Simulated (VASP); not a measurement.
# Nb (Im-3m) in VASP: a series of runs, part 2 of 2

VASP 6.6.1. The steps go on from the part before.

**4. Single point, LDA**

This run uses another cell than the first one, of 15.70 Å³/atom, 1.069 times its volume.

Input file INCAR:

```
SYSTEM = Nb
PREC = Accurate
ENCUT = 520
EDIFF = 1E-6
ISMEAR = -1
SIGMA = 0.1
LREAL = .False.
LASPH = .True.
NELM = 80
ALGO = Normal
ISIF = 2
LWAVE = .False.
LCHARG = .False.
NBANDS = 12
```

Input file KPOINTS:

```
regular mesh
0
Gamma
  9 9 9
  0 0 0
```

Input file POSCAR:

```
Nb
1.0
    1.5773643334      1.5773643334      1.5773643334
   -1.5773643334      1.5773643334      1.5773643334
   -1.5773643334     -1.5773643334      1.5773643334
Nb
1
Direct
    0.0000000000      0.0000000000      0.0000000000
```

Potentials or basis: VASP PAW LDA potentials, release 64 (Nb_sv).

Launch:

```
$ cat potpaw_LDA.64/Nb_sv/POTCAR > POTCAR
$ mpirun -np 1 vasp_std > vasp.out
```

OUTCAR:

```text
SYSTEM = Nb
   PREC = Accurate
   ENCUT = 520
   EDIFF = 1E-6
   ISMEAR = -1
   LREAL = .False.
   LASPH = .True.
   NELM = 80
   ISIF = 2

 ion  position               nearest neighbor table
   1  0.000  0.000  0.000-

  LATTYP: Found a body centered cubic cell.
 ALAT       =     3.1547286668

  Lattice vectors:

 A1 = (   1.5773643334,  -1.5773643334,  -1.5773643334)
 A2 = (   1.5773643334,   1.5773643334,   1.5773643334)
 A3 = (  -1.5773643334,  -1.5773643334,   1.5773643334)

Analysis of symmetry for initial positions (statically):
=====================================================================
 Subroutine PRICEL returns:
 Original cell was already a primitive cell.

 Routine SETGRP: Setting up the symmetry group for a
 body centered cubic supercell.

 Subroutine GETGRP returns: Found 48 space group operations
 (whereof 48 operations were pure point group operations)
 out of a pool of 48 trial point group operations.

The static configuration has the point symmetry O_h .

Analysis of symmetry for dynamics (positions and initial velocities):
=====================================================================
 Subroutine PRICEL returns:
 Original cell was already a primitive cell.

 Routine SETGRP: Setting up the symmetry group for a
 body centered cubic supercell.

 Subroutine GETGRP returns: Found 48 space group operations
 (whereof 48 operations were pure point group operations)
 out of a pool of 48 trial point group operations.

The dynamic configuration has the point symmetry O_h .

 Subroutine INISYM returns: Found 48 space group operations
 (whereof 48 operations are pure point group operations),
 and found     1 'primitive' translations

----------------------------------------------------------------------------------------

                                     Primitive cell

  volume of cell :      15.6984

  direct lattice vectors                    reciprocal lattice vectors
     1.577364333  1.577364333  1.577364333     0.316984472  0.000000000  0.316984472
    -1.577364333  1.577364333  1.577364333    -0.316984472  0.316984472  0.000000000
    -1.577364333 -1.577364333  1.577364333     0.000000000 -0.316984472  0.316984472

  length of vectors
     2.732075167  2.732075167  2.732075167     0.448283739  0.448283739  0.448283739

  position of ions in fractional coordinates (direct lattice)
     0.000000000  0.000000000  0.000000000

  ion indices of the primitive-cell ions
   primitive index   ion index
                 1           1

----------------------------------------------------------------------------------------

 KPOINTS: regular mesh

Automatic generation of k-mesh.
 Grid dimensions read from file:
 generate k-points for:    9    9    9

 Generating k-lattice:

  Cartesian coordinates                     Fractional coordinates (reciprocal lattice)
     0.035220497  0.000000000  0.035220497     0.111111111  0.000000000  0.000000000
    -0.035220497  0.035220497  0.000000000     0.000000000  0.111111111  0.000000000
     0.000000000 -0.035220497  0.035220497     0.000000000  0.000000000  0.111111111

  Length of vectors
     0.049809304  0.049809304  0.049809304

  Shift w.r.t. Gamma in fractional coordinates (k-lattice)
     0.000000000  0.000000000  0.000000000

 Subroutine IBZKPT returns following result:
 ===========================================

 Found     35 irreducible k-points:

 Following reciprocal coordinates:
            Coordinates               Weight
  0.000000  0.000000  0.000000      1.000000
  0.111111  0.000000  0.000000     12.000000
  0.222222  0.000000  0.000000     12.000000
  0.333333  0.000000  0.000000     12.000000
  0.444444  0.000000  0.000000     12.000000
  0.222222  0.111111  0.000000     24.000000
[... 16 lines left out ...]
  0.111111 -0.444444  0.111111     24.000000
  0.222222 -0.444444  0.111111     24.000000
 [... further k-points ...]
   k-points           NKPTS =     35   k-points in BZ     NKDIM =     35   number of bands    NBANDS=     12
   number of dos      NEDOS =    301   number of ions     NIONS =      1
   total plane-waves  NPLWV =   8000
   dimension x,y,z NGX =    20 NGY =   20 NGZ =   20
   dimension x,y,z NGXF=    40 NGYF=   40 NGZF=   40
   ions per type =               1
   NGX,Y,Z   is equivalent  to a cutoff of  12.17, 12.17, 12.17 a.u.
   NGXF,Y,Z  is equivalent  to a cutoff of  24.34, 24.34, 24.34 a.u.
 SYSTEM =  Nb
   PREC   = accura    normal or accurate (medium, high low for compatibility)
   ISTART =      0    job   : 0-new  1-cont  2-samecut
   ICHARG =      2    charge: 1-file 2-atom 10-const
   ISPIN  =      1    spin polarized calculation?
   LNONCOLLINEAR =      F non collinear calculations
   LSORBIT =      F    spin-orbit coupling
   LASPH  =      T    aspherical Exc in radial PAW
   ENCUT  =  520.0 eV  38.22 Ry    6.18 a.u.   5.08  5.08  5.08*2*pi/ulx,y,z
   NELM   =     80;   NELMIN=  2; NELMDL= -5     # of ELM steps
   EDIFF  = 0.1E-05   stopping-criterion for ELM
   LREAL  =      F    real-space projection
   EDIFFG = 0.1E-04   stopping-criterion for IOM
   NSW    =      0    number of steps for IOM
   IBRION =     -1    ionic relax: 0-MD 1-quasi-New 2-CG
   NFREE  =      0    steps in history (QN), initial steepest desc. (CG)
   ISIF   =      2    stress and relaxation
   ISYM   =      2    0-nonsym 1-usesym 2-fastsym
   POTIM  = 0.5000    time-step for ionic-motion
   TEBEG  =    0.0;   TEEND  =   0.0 temperature during run
   PSTRESS=    0.0 pullay stress
   NELECT =      13.0000    total number of electrons
   NUPDOWN=      -1.0000    fix difference up-down
   EMIN   =  10.00;   EMAX   =-10.00  energy-range for DOS
   EFERMI =   0.00;   METHOD = LEGACY
   ISMEAR =    -1;   SIGMA  =   0.10  broadening in eV -4-tet -1-fermi 0-gaus
   EFERMI_NEDOS =   21; number of points for ismear=-14 and -15
   IALGO  =     38    algorithm
   IMIX   =      4    mixing-type and parameters
     AMIX     =   0.40;   BMIX     =  1.00
     AMIX_MAG =   1.60;   BMIX_MAG =  1.00
  volume/ion in A,a.u.               =      15.70       105.94
  Fermi-wavevector in a.u.,A,eV,Ry     =   1.537342  2.905156 32.156303  2.363422
  Thomas-Fermi vector in A             =   2.643865
   LORBIT       =      0    0 simple, 1 ext, 2 COOP (PROOUT), +10 PAW based schemes
   GGA     = CA    functional components
   LHFCALC =     F    Hartree Fock is set to
   AEXX    =    0.0000 exact exchange contribution
   IVDW    =     0    specifies the selected vdW correction
   LEPSILON=     F    determine dielectric tensor
   LRPA    =     F    only Hartree local field effects (RPA)
 non-spin polarized calculation
  energy-cutoff  :      520.00
  volume of cell :       15.70
 maximum number of plane-waves:       434
   NGX = 11   NGY = 11   NGZ = 11

 number of electron      13.0000003 magnetization

 Free energy of the ion-electron system (eV)
  ---------------------------------------------------
  ext. energy  EPLUGINS =         0.00000000
  ---------------------------------------------------
  free energy    TOTEN  =       -11.20424665 eV

  energy without entropy =      -11.17177621  energy(sigma->0) =      -11.18801143

 E-fermi :  13.1111     XC(G=0): -13.4381

 val. band max:       13.0997085884   @ k =   0.2222  -0.3333   0.1111
 cond. band min:      13.1881121413   @ k =   0.1111   0.0000   0.0000
 fundamental gap:      0.0884035529
 Fermi energy:        13.1111169240

 k-point     1 :       0.0000    0.0000    0.0000
  band No.  band energies     occupation
      1     -40.9379      2.00000
      2     -16.0072      2.00000
      3     -16.0072      2.00000
      4     -16.0072      2.00000
      5       6.9250      2.00000
      6      13.3006      0.26149
      7      13.3006      0.26149
      8      13.3006      0.26149
      9      16.6888      0.00000
     10      16.6888      0.00000
     11      27.6162      0.00000
     12      27.6162      0.00000
[... 331 lines left out ...]
 k-point    24 :       0.2222   -0.4444    0.1111
  band No.  band energies     occupation
      1     -40.5055      2.00000
      2     -17.6768      2.00000
      3     -16.8273      2.00000
      4     -16.4365      2.00000
      5      10.6863      2.00000
      6      11.4148      2.00000
      7      12.5675      1.99133
      8      17.1962      0.00000
      9      17.6478      0.00000
     10      23.0541      0.00000
     11      26.1975      0.00000
     12      27.9837      0.00000

 [... further k-points ...]

------------------------ aborting loop because EDIFF is reached ----------------------------------------

  FORCE on cell =-STRESS in cart. coord.  units (eV):
  Direction    XX          YY          ZZ          XY          YZ          ZX
  --------------------------------------------------------------------------------------
  -------------------------------------------------------------------------------------
  Total        1.9444239      1.9444239      1.9444239     -0.0000000     -0.0000000     -0.0000000
  in kB      198.4474368    198.4474368    198.4474368     -0.0000000     -0.0000000     -0.0000000
  external PRESSURE =     198.4474368 kB  Pullay stress =       0.0000000 kB

 VOLUME and BASIS-vectors are now :
 -----------------------------------------------------------------------------
  energy-cutoff  :      520.00
  volume of cell :       15.70
      direct lattice vectors                 reciprocal lattice vectors
     1.577364333  1.577364333  1.577364333     0.316984472  0.000000000  0.316984472
    -1.577364333  1.577364333  1.577364333    -0.316984472  0.316984472  0.000000000
    -1.577364333 -1.577364333  1.577364333     0.000000000 -0.316984472  0.316984472

 POSITION                                       TOTAL-FORCE (eV/Angst)
 -----------------------------------------------------------------------------------
      0.00000      0.00000      0.00000         0.000000      0.000000     -0.000000
 -----------------------------------------------------------------------------------
    total drift:                               -0.000000     -0.000000      0.000000

  FREE ENERGIE OF THE ION-ELECTRON SYSTEM (eV)
  ---------------------------------------------------
  free  energy   TOTEN  =       -11.2042466455 eV

  energy  without entropy=      -11.1717762121  energy(sigma->0) =      -11.18801143
```

OSZICAR:

```text
N       E                     dE             d eps       ncg     rms          rms(c)
DAV:   1     0.133358630587E+03    0.13336E+03   -0.73314E+03   840   0.110E+03
DAV:   2    -0.568223777407E+01   -0.13904E+03   -0.13363E+03   876   0.427E+02
DAV:   3    -0.112086100146E+02   -0.55264E+01   -0.52012E+01  1228   0.764E+01
DAV:   4    -0.115274637679E+02   -0.31885E+00   -0.31705E+00  1212   0.158E+01
DAV:   5    -0.115391207609E+02   -0.11657E-01   -0.11654E-01  1196   0.255E+00    0.877E+00
DAV:   6    -0.112336949697E+02    0.30543E+00   -0.47989E-01  1380   0.928E+00    0.332E+00
DAV:   7    -0.111991103672E+02    0.34585E-01   -0.15353E-01  1380   0.517E+00    0.905E-01
DAV:   8    -0.112041843721E+02   -0.50740E-02   -0.13090E-02  1056   0.147E+00    0.218E-02
DAV:   9    -0.112042397595E+02   -0.55387E-04   -0.87640E-04  1300   0.271E-01    0.420E-02
DAV:  10    -0.112042505679E+02   -0.10808E-04   -0.35238E-05  1108   0.566E-02    0.258E-02
DAV:  11    -0.112042467767E+02    0.37912E-05   -0.96423E-06  1100   0.544E-02    0.299E-03
DAV:  12    -0.112042466455E+02    0.13113E-06   -0.34960E-07   732   0.890E-03
   1 F= -.11204247E+02 E0= -.11188011E+02  d E =-.324704E-01
```

stdout:

```text
POSCAR found type information on POSCAR Nb
 POSCAR found :  1 types and       1 ions
 scaLAPACK will be used
 LDA part: xc-table for (Slater(with rela. corr.)+CA(PZ))
 , standard interpolation
 POSCAR, INCAR and KPOINTS ok, starting setup
 FFT: planning ... GRIDC
 FFT: planning ... GRID_SOFT
 FFT: planning ... GRID
 WAVECAR not read
 entering main loop
```

Wall time 4.6 s (1 thread of Intel Xeon Platinum 8375C at 2.90GHz (Ice Lake), shared host); peak memory 0.11 GiB.

What came out:

```yaml
Free_energy: -11.2042 eV
Pressure: 19.8 GPa
```

**5. Single point, LDA**

This run uses another cell than the first one, of 17.13 Å³/atom, 1.166 times its volume.

Input file INCAR:

```
SYSTEM = Nb
PREC     = Accurate       ! precision mode
ENCUT    = 520            ! plane-wave cutoff, eV
EDIFF    = 1E-6           ! SCF threshold, eV
ISMEAR   = -1             ! smearing method
SIGMA    = 0.1            ! smearing width, eV
LREAL    = .False.        ! projectors in reciprocal space
LASPH    = .True.         ! aspherical terms in the spheres
NELM     = 60             ! most SCF steps
ALGO     = Normal         ! electronic algorithm
ISIF     = 2              ! what is computed and relaxed
LWAVE    = .False.        ! write WAVECAR
LCHARG   = .False.        ! write CHGCAR
GGA      = CA             ! functional
NBANDS   = 12             ! bands
```

Input file KPOINTS:

```
Automatic mesh
0
Gamma
  9 9 9
  0 0 0
```

Input file POSCAR:

```
Nb
1.0
    1.6238433815      1.6238433815      1.6238433815
   -1.6238433815      1.6238433815      1.6238433815
   -1.6238433815     -1.6238433815      1.6238433815
Nb
1
Direct
    0.0000000000      0.0000000000      0.0000000000
```

Launch:

```
$ cat potpaw_LDA.64/Nb_sv/POTCAR > POTCAR
$ mpirun -np 1 vasp_std > vasp.out
```

It took 5.8 s on 1 thread of Intel Xeon Platinum 8375C at 2.90GHz (Ice Lake), shared host; peak memory 0.12 GiB.

The run converged. Its results:

* Free energy: -11.2876 eV
* Pressure: -0.1 GPa

Levels at points of the mesh, in eV from the Fermi level:
```tsv
k point	band 2	band 3	band 4	band 5	band 6	band 7	band 8	band 9	band 10	band 11
(0.00, 0.00, 0.00)	-29.39	-29.39	-29.39	-6.06	0.27	0.27	0.27	3.35	3.35	14.33
```

**6. Summary**

```tsv
cell	gap on the mesh (eV)	pressure (GPa)
a = 2.672 Å, angles 70.5, 109.5, 70.5°, 1 atom	none	39.9
a = 2.625 Å, angles 70.5, 109.5, 70.5°, 1 atom	none	60.0
a = 2.732 Å, angles 70.5, 109.5, 70.5°, 1 atom	none	19.8
a = 2.813 Å, angles 70.5, 109.5, 70.5°, 1 atom	none	-0.1
```

Alike in all rows: task single point; level LDA; potentials or basis VASP PAW LDA potentials, release 64 (Nb_sv); no spin polarisation; k mesh 9 × 9 × 9; cutoff (eV) 520; smearing fermi-dirac 0.1 eV.

Absolute energies hang on the potentials; compare differences alone.
